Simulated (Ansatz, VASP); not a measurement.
## One calculation of SiC, two programs

INCAR

```
SYSTEM = SiC
ALGO = Normal
EDIFF = 1E-6
ENCUT = 520
GGA = PE
ISIF = 2
ISMEAR = 0
LASPH = .TRUE.
LCHARG = .TRUE.
LELF = .TRUE.
LREAL = .FALSE.
LVHAR = .TRUE.
LWAVE = .FALSE.
NBANDS = 36
NELM = 100
PREC = Accurate
SIGMA = 0.05
```

KPOINTS

```
k-points
0
G
  10 10 2
  0 0 0
```

POSCAR

```
SiC
1.0
    2.1898640950     -2.1898640950      0.0000000000
    2.1898640950      0.0000000000     -2.1898640950
    8.7594563799      8.7594563799      8.7594563799
Si C
6 6
Direct
    1.0000000000      0.0000000000      0.5000000000
    0.3333333333      0.3333333333      0.3333333333
    0.6666666667      0.6666666667      0.6666666667
    1.0000000000      1.0000000000      0.0000000000
    0.3333333333      0.3333333333      0.8333333333
    0.6666666667      0.6666666667      0.1666666667
    0.6666666667      0.6666666667      0.5416666667
    0.0000000000      0.0000000000      0.3750000000
    0.3333333333      0.3333333333      0.7083333333
    0.6666666667      0.6666666667      0.0416666667
    0.0000000000      0.0000000000      0.8750000000
    0.3333333333      0.3333333333      0.2083333333
```

Input for Ansatz:

```yaml
crystal:
  lattice:
    - [2.189864095, -2.189864095, 0.0]
    - [2.189864095, 0.0, -2.189864095]
    - [8.7594563799, 8.7594563799, 8.7594563799]
  atoms:
    - { symbol: Si, position: [1.0, 0.0, 0.5] }
    - { symbol: Si, position: [0.3333333333, 0.3333333333, 0.3333333333] }
    - { symbol: Si, position: [0.6666666667, 0.6666666667, 0.6666666667] }
    - { symbol: Si, position: [1.0, 1.0, 0.0] }
    - { symbol: Si, position: [0.3333333333, 0.3333333333, 0.8333333333] }
    - { symbol: Si, position: [0.6666666667, 0.6666666667, 0.1666666667] }
    - { symbol: C, position: [0.6666666667, 0.6666666667, 0.5416666667] }
    - { symbol: C, position: [0.0, 0.0, 0.375] }
    - { symbol: C, position: [0.3333333333, 0.3333333333, 0.7083333333] }
    - { symbol: C, position: [0.6666666667, 0.6666666667, 0.0416666667] }
    - { symbol: C, position: [0.0, 0.0, 0.875] }
    - { symbol: C, position: [0.3333333333, 0.3333333333, 0.2083333333] }
basis:
  ecutwfc: 420
kpoints:
  mp_grid: { grid: [10, 10, 2] }
hamiltonian:
  xc: pbe
scf:
  occupations: { method: gaussian, width: 0.05 }
output:
  forces: true
  stress: true
  eigenvalues: true
```

Alike in both runs: task single point; functional PBE; k mesh 10 × 10 × 2; occupations gaussian, width 0.05 eV; no spin polarisation.

```csv
,VASP,Ansatz
version,VASP 6.6.1,Ansatz 0.2.0
potentials or method,"VASP PAW PBE potentials, release 64 (Si, C), cutoff 520 eV","scalar-relativistic, plane waves, PAW"
valence electrons in the cell,48,48
```

```csv
,VASP,Ansatz,Ansatz less VASP
gap on the k mesh at the Fermi level (eV),1.37,1.37,+0.002
least direct gap on the mesh (eV),2.42,2.42,+0.003
pressure (GPa),-0.1,0.0,+0.05
```

With one functional, cell and mesh, what is left measures potentials, basis and numerics.
